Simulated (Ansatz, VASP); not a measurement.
Si3N4: VASP beside Ansatz

```
Si N
1.0
    -3.21242    3.21242    3.21242
     3.21242   -3.21242    3.21242
     3.21242    3.21242   -3.21242
Si N
6 8
Direct
  0.25000 0.12500 0.87500
  0.87500 0.25000 0.12500
  0.75000 0.37500 0.62500
  0.62500 0.75000 0.37500
  0.12500 0.87500 0.25000
  0.37500 0.62500 0.75000
  0.56013 0.56013 0.56013
  0.43987 0.50000 0.00000
  0.50000 0.00000 0.93987
  0.00000 0.43987 0.50000
  0.93987 0.50000 0.00000
  0.06013 0.06013 0.06013
  0.00000 0.93987 0.50000
  0.50000 0.00000 0.43987
```

Alike in both runs: functional PBE; k mesh 6 × 6 × 6; occupations gaussian, width 0.02 eV; no spin polarisation.

Ansatz relaxed the structure, and its values are those at the end. VASP's run is a single point on that final structure, the one shown.

```csv
,VASP,Ansatz
version,VASP 6.6.1,Ansatz 0.2.0
potentials or method,"VASP PAW PBE potentials, release 64 (Si, N), cutoff 520 eV","scalar-relativistic, plane waves, PAW"
valence electrons in the cell,64,64
```

|  | VASP | Ansatz | Ansatz less VASP |
| --- | --- | --- | --- |
| gap on the k mesh at the Fermi level (eV) | 4.17 | 4.17 | +0.005 |
| least direct gap on the mesh (eV) | 4.32 | 4.32 | +0.006 |
| pressure (GPa) | 7.8 | 8.1 | +0.30 |

With one functional, cell and mesh, what is left measures potentials, basis and numerics. Ansatz's warnings: stress scf threshold loose.
